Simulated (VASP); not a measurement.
# TaN in VASP: a series of runs, part 2 of 2

VASP 6.6.1. The steps go on from the part before.

## Step 5: Single point, PBEsol

Input file INCAR:

```
SYSTEM = TaN
PREC = Accurate
ENCUT = 520
EDIFF = 1E-7
ISMEAR = -1
SIGMA = 0.1
LREAL = .False.
LASPH = .True.
NELM = 60
ALGO = Normal
ISIF = 2
LWAVE = .False.
LCHARG = .False.
GGA = PS
NBANDS = 15
```

Input file KPOINTS:

```
Automatic mesh
0
Gamma
  12 12 10
  0 0 0
```

Input file POSCAR:

```
TaN
1.0
    2.9380000000      0.0000000000      0.0000000000
   -1.4690000000      2.5443830000      0.0000000000
    0.0000000000      0.0000000000      2.8830000000
Ta N
1 1
Direct
    0.3418425233      0.6666666667      0.5000000000
    0.0000000000      0.0000000000      0.0000000000
```

Potentials or basis: VASP PAW PBE potentials, release 64 (Ta_pv, N).

Command:

```console
> cat potpaw_PBE.64/Ta_pv/POTCAR potpaw_PBE.64/N/POTCAR > POTCAR
> mpirun -np 1 vasp_std > vasp.out
```

OUTCAR:

```text
SYSTEM = TaN
   PREC = Accurate
   ENCUT = 520
   EDIFF = 1E-7
   ISMEAR = -1
   LREAL = .False.
   LASPH = .True.
   NELM = 60
   ISIF = 2
   GGA = PS

 ion  position               nearest neighbor table
   1  0.342  0.667  0.500-   2 2.21   2 2.21   2 2.23   2 2.23   2 2.24   2 2.24
   2  0.000  0.000  0.000-   1 2.21   1 2.21   1 2.23   1 2.23   1 2.24   1 2.24

  LATTYP: Found a hexagonal cell.
 ALAT       =     2.9380000000
 C/A-ratio  =     0.9812797822

  Lattice vectors:

 A1 = (   2.9380000000,   0.0000000000,   0.0000000000)
 A2 = (  -1.4690000000,   2.5443830000,   0.0000000000)
 A3 = (   0.0000000000,   0.0000000000,   2.8830000000)

Analysis of symmetry for initial positions (statically):
=====================================================================
 Subroutine PRICEL returns:
 Original cell was already a primitive cell.

 Routine SETGRP: Setting up the symmetry group for a
 hexagonal supercell.

 Subroutine GETGRP returns: Found  2 space group operations
 (whereof  2 operations were pure point group operations)
 out of a pool of 24 trial point group operations.

The static configuration has the point symmetry C_1h.

Analysis of symmetry for dynamics (positions and initial velocities):
=====================================================================
 Subroutine PRICEL returns:
 Original cell was already a primitive cell.

 Routine SETGRP: Setting up the symmetry group for a
 hexagonal supercell.

 Subroutine GETGRP returns: Found  2 space group operations
 (whereof  2 operations were pure point group operations)
 out of a pool of 24 trial point group operations.

The dynamic configuration has the point symmetry C_1h.

 Subroutine INISYM returns: Found  2 space group operations
 (whereof  2 operations are pure point group operations),
 and found     1 'primitive' translations

----------------------------------------------------------------------------------------

                                     Primitive cell

  volume of cell :      21.5516

  direct lattice vectors                    reciprocal lattice vectors
     2.938000000  0.000000000  0.000000000     0.340367597  0.196511296  0.000000000
    -1.469000000  2.544383000  0.000000000     0.000000000  0.393022591  0.000000000
     0.000000000  0.000000000  2.883000000     0.000000000  0.000000000  0.346860909

  length of vectors
     2.938000000  2.938000315  2.883000000     0.393022633  0.393022591  0.346860909

  position of ions in fractional coordinates (direct lattice)
     0.341842523  0.666666667  0.500000000
     0.000000000  0.000000000  0.000000000

  ion indices of the primitive-cell ions
   primitive index   ion index
                 1           1
                 2           2

----------------------------------------------------------------------------------------

 KPOINTS: Automatic mesh

Automatic generation of k-mesh.
 Grid dimensions read from file:
 generate k-points for:   12   12   10

 Generating k-lattice:

  Cartesian coordinates                     Fractional coordinates (reciprocal lattice)
     0.028363966  0.016375941  0.000000000     0.083333333  0.000000000  0.000000000
[... 39 lines left out ...]
 -0.083333  0.250000  0.000000      2.000000
 [... further k-points ...]
   k-points           NKPTS =    444   k-points in BZ     NKDIM =    444   number of bands    NBANDS=     15
   number of dos      NEDOS =    301   number of ions     NIONS =      2
   total plane-waves  NPLWV =  13824
   dimension x,y,z NGX =    24 NGY =   24 NGZ =   24
   dimension x,y,z NGXF=    48 NGYF=   48 NGZF=   48
   ions per type =               1   1
   NGX,Y,Z   is equivalent  to a cutoff of  13.58, 13.58, 13.84 a.u.
   NGXF,Y,Z  is equivalent  to a cutoff of  27.16, 27.16, 27.68 a.u.
 SYSTEM =  TaN
   PREC   = accura    normal or accurate (medium, high low for compatibility)
   ISTART =      0    job   : 0-new  1-cont  2-samecut
   ICHARG =      2    charge: 1-file 2-atom 10-const
   ISPIN  =      1    spin polarized calculation?
   LNONCOLLINEAR =      F non collinear calculations
   LSORBIT =      F    spin-orbit coupling
   LASPH  =      T    aspherical Exc in radial PAW
   ENCUT  =  520.0 eV  38.22 Ry    6.18 a.u.   5.46  5.46  5.36*2*pi/ulx,y,z
   NELM   =     60;   NELMIN=  2; NELMDL= -5     # of ELM steps
   EDIFF  = 0.1E-06   stopping-criterion for ELM
   LREAL  =      F    real-space projection
   EDIFFG = 0.1E-05   stopping-criterion for IOM
   NSW    =      0    number of steps for IOM
   IBRION =     -1    ionic relax: 0-MD 1-quasi-New 2-CG
   NFREE  =      0    steps in history (QN), initial steepest desc. (CG)
   ISIF   =      2    stress and relaxation
   ISYM   =      2    0-nonsym 1-usesym 2-fastsym
   POTIM  = 0.5000    time-step for ionic-motion
   TEBEG  =    0.0;   TEEND  =   0.0 temperature during run
   PSTRESS=    0.0 pullay stress
   NELECT =      16.0000    total number of electrons
   NUPDOWN=      -1.0000    fix difference up-down
   EMIN   =  10.00;   EMAX   =-10.00  energy-range for DOS
   EFERMI =   0.00;   METHOD = LEGACY
   ISMEAR =    -1;   SIGMA  =   0.10  broadening in eV -4-tet -1-fermi 0-gaus
   EFERMI_NEDOS =   21; number of points for ismear=-14 and -15
   IALGO  =     38    algorithm
   IMIX   =      4    mixing-type and parameters
     AMIX     =   0.40;   BMIX     =  1.00
     AMIX_MAG =   1.60;   BMIX_MAG =  1.00
  volume/ion in A,a.u.               =      10.78        72.72
  Fermi-wavevector in a.u.,A,eV,Ry     =   1.482365  2.801264 29.897528  2.197406
  Thomas-Fermi vector in A             =   2.596160
   LORBIT       =      0    0 simple, 1 ext, 2 COOP (PROOUT), +10 PAW based schemes
   GGA     = PS    functional components
   LHFCALC =     F    Hartree Fock is set to
   AEXX    =    0.0000 exact exchange contribution
   IVDW    =     0    specifies the selected vdW correction
   LEPSILON=     F    determine dielectric tensor
   LRPA    =     F    only Hartree local field effects (RPA)
 non-spin polarized calculation
  energy-cutoff  :      520.00
  volume of cell :       21.55
 maximum number of plane-waves:       599
 NGX is ok and might be reduce to    24
   NGX = 11   NGY = 11   NGZ = 11

 number of electron      15.9999999 magnetization

 Free energy of the ion-electron system (eV)
  ---------------------------------------------------
  ext. energy  EPLUGINS =         0.00000000
  ---------------------------------------------------
  free energy    TOTEN  =       -23.80026635 eV

  energy without entropy =      -23.79747697  energy(sigma->0) =      -23.79887166

 E-fermi :   8.1096     XC(G=0): -13.5050

 val. band max:        8.0837646026   @ k =   0.0000   0.0000   0.4000
 cond. band min:       8.2260571836   @ k =   0.0833   0.0000   0.5000
 fundamental gap:      0.1422925810
 Fermi energy:         8.1096261616

 k-point     1 :       0.0000    0.0000    0.0000
  band No.  band energies     occupation
      1     -26.6871      2.00000
      2     -26.4207      2.00000
      3     -26.4188      2.00000
      4      -9.6448      2.00000
      5       3.4960      2.00000
      6       3.5503      2.00000
      7       3.8815      2.00000
      8       5.1813      2.00000
      9      10.2891      0.00000
     10      11.5850      0.00000
     11      11.8105      0.00000
     12      12.0459      0.00000
     13      12.0984      0.00000
     14      21.0981      0.00000
[... 401 lines left out ...]
      2     -26.6287      2.00000
      3     -26.5309      2.00000
      4      -8.7494      2.00000
      5       1.6051      2.00000
      6       4.0894      2.00000
      7       4.1099      2.00000
      8       4.8997      2.00000
      9      10.2486      0.00000
     10      11.4333      0.00000
     11      12.0379      0.00000
     12      12.9672      0.00000
     13      13.1284      0.00000
     14      21.0846      0.00000
     15      21.5001      0.00000

 [... further k-points ...]

------------------------ aborting loop because EDIFF is reached ----------------------------------------

  FORCE on cell =-STRESS in cart. coord.  units (eV):
  Direction    XX          YY          ZZ          XY          YZ          ZX
  --------------------------------------------------------------------------------------
  -------------------------------------------------------------------------------------
  Total       -0.5292022     -0.5376410     -0.5438440      0.0420023      0.0000000      0.0000000
  in kB      -39.3417178    -39.9690706    -40.4302101      3.1225191      0.0000000      0.0000000
  external PRESSURE =     -39.9136661 kB  Pullay stress =       0.0000000 kB

 VOLUME and BASIS-vectors are now :
 -----------------------------------------------------------------------------
  energy-cutoff  :      520.00
  volume of cell :       21.55
      direct lattice vectors                 reciprocal lattice vectors
     2.938000000  0.000000000  0.000000000     0.340367597  0.196511296  0.000000000
    -1.469000000  2.544383000  0.000000000     0.000000000  0.393022591  0.000000000
     0.000000000  0.000000000  2.883000000     0.000000000  0.000000000  0.346860909

 POSITION                                       TOTAL-FORCE (eV/Angst)
 -----------------------------------------------------------------------------------
      0.02500      1.69626      1.44150        -0.325759     -0.004522      0.000000
      0.00000      0.00000      0.00000         0.325759      0.004522      0.000000
 -----------------------------------------------------------------------------------
    total drift:                               -0.000024      0.000005     -0.000000

  FREE ENERGIE OF THE ION-ELECTRON SYSTEM (eV)
  ---------------------------------------------------
  free  energy   TOTEN  =       -23.8002663484 eV

  energy  without entropy=      -23.7974769716  energy(sigma->0) =      -23.79887166
```

OSZICAR:

```text
N       E                     dE             d eps       ncg     rms          rms(c)
DAV:   1     0.897123566078E+02    0.89712E+02   -0.87256E+03 13328   0.113E+03
DAV:   2    -0.233054763409E+02   -0.11302E+03   -0.10662E+03 16141   0.307E+02
DAV:   3    -0.261272300653E+02   -0.28218E+01   -0.28083E+01 15280   0.450E+01
DAV:   4    -0.261389035850E+02   -0.11674E-01   -0.11670E-01 17289   0.313E+00
DAV:   5    -0.261389744827E+02   -0.70898E-04   -0.70894E-04 15539   0.228E-01    0.238E+01
DAV:   6    -0.239059628485E+02    0.22330E+01   -0.35150E+00 17779   0.224E+01    0.102E+01
DAV:   7    -0.238366025761E+02    0.69360E-01   -0.55501E-01 14559   0.583E+00    0.692E+00
DAV:   8    -0.238077888683E+02    0.28814E-01   -0.15552E-01 16841   0.328E+00    0.145E+00
DAV:   9    -0.238003971815E+02    0.73917E-02   -0.15973E-02 15301   0.103E+00    0.191E-01
DAV:  10    -0.238003435520E+02    0.53629E-04   -0.10861E-03 16554   0.387E-01    0.897E-02
DAV:  11    -0.238002661016E+02    0.77450E-04   -0.95378E-05 15819   0.106E-01    0.108E-02
DAV:  12    -0.238002665388E+02   -0.43721E-06   -0.12577E-05 14258   0.311E-02    0.461E-03
DAV:  13    -0.238002664367E+02    0.10205E-06   -0.27875E-08 12155   0.174E-03    0.268E-03
DAV:  14    -0.238002663484E+02    0.88299E-07   -0.17005E-08  7248   0.132E-03
   1 F= -.23800266E+02 E0= -.23798872E+02  d E =-.278938E-02
```

It took 2 min on 1 thread of Intel Xeon Platinum 8259CL at 2.50GHz (Skylake/Cascade Lake), shared host; peak memory 0.26 GiB.

Results:

| Item | Value |
| --- | --- |
| Free energy | -23.8003 eV |
| Pressure | -4.0 GPa |
| Largest force | 0.326 eV/Å |
| Band gap on the k mesh | zero (band 8 reaches 8.41 eV, above the bottom of band 9 at 8.00 eV) |

Forces on the atoms (eV/Å):
```
Ta  -0.326 -0.005  0.000
N    0.326  0.005  0.000
```

Caveat: the PAW data sets were made with another functional, which shifts forces and pressure a little; spin-orbit coupling is left out, which moves the levels of the heavy elements.

## Step 6: Single point, PBEsol

Input file INCAR:

```
SYSTEM = TaN
  PREC = Accurate
  ENCUT = 520
  EDIFF = 1E-7
  ISMEAR = -1
  SIGMA = 0.1
  LREAL = .FALSE.
  LASPH = .TRUE.
  NELM = 60
  ALGO = Normal
  ISIF = 2
  LWAVE = .FALSE.
  LCHARG = .FALSE.
  GGA = PS
  NBANDS = 15
```

Input file KPOINTS:

```
Automatic mesh
0
G
  12 12 10
  0 0 0
```

POSCAR: that of step 5 with these lines changed.

```diff
@@ -8,3 +8,3 @@
 Direct
-    0.3418425233      0.6666666667      0.5000000000
+    0.3503517132      0.6666666667      0.5000000000
     0.0000000000      0.0000000000      0.0000000000
```

Potentials or basis: VASP PAW PBE potentials, release 64 (Ta_pv, N).

Command:

```console
> cat potpaw_PBE.64/Ta_pv/POTCAR potpaw_PBE.64/N/POTCAR > POTCAR
> mpirun -np 1 vasp_std > vasp.out
```

Run time: 1.7 min. Hardware: 1 thread of Intel Xeon Platinum 8259CL at 2.50GHz (Skylake/Cascade Lake), shared host; peak memory 0.26 GiB.

It converged, with:

```yaml
Free_energy: -23.7881 eV
Pressure: -3.7 GPa
Largest_force: 0.650 eV/Å
Band_gap_on_the_k_mesh: zero (band 8 reaches 8.32 eV, above the bottom of band 9 at 8.00 eV)
```

Forces in eV/Å, atoms in the order of the input:
```
Ta  -0.650 -0.018  0.000
N    0.650  0.018  0.000
```

Stress tensor (GPa, compression positive):
```
-3.66  0.64  0.00
 0.64 -3.91  0.00
 0.00  0.00 -3.65
```

Levels at points of the mesh, in eV from the Fermi level:
| k point | band 6 | band 7 | band 8 | band 9 | band 10 | band 11 |
| --- | --- | --- | --- | --- | --- | --- |
| (0.00, 0.00, 0.00) | -4.55 | -4.19 | -2.93 | 2.13 | 3.39 | 3.83 |
| (0.50, 0.00, 0.00) | -5.35 | -3.61 | -3.06 | 3.00 | 4.01 | 5.25 |
| (0.00, 0.50, 0.00) | -5.23 | -3.78 | -2.91 | 2.95 | 4.03 | 5.24 |
| (0.50, 0.50, 0.00) | -5.08 | -3.62 | -3.11 | 2.93 | 4.06 | 4.88 |
| (0.00, 0.00, 0.50) | -4.03 | -3.48 | -0.15 | -0.11 | 2.45 | 2.86 |
| (0.50, 0.00, 0.50) | -6.09 | -5.61 | -0.53 | 4.15 | 5.35 | 6.07 |
| (0.00, 0.50, 0.50) | -6.22 | -5.69 | -0.38 | 4.08 | 5.34 | 6.05 |
| (0.50, 0.50, 0.50) | -6.35 | -5.81 | -0.19 | 4.11 | 5.34 | 6.04 |

Caveat: the PAW data sets were made with another functional, which shifts forces and pressure a little; spin-orbit coupling is left out, which moves the levels of the heavy elements.
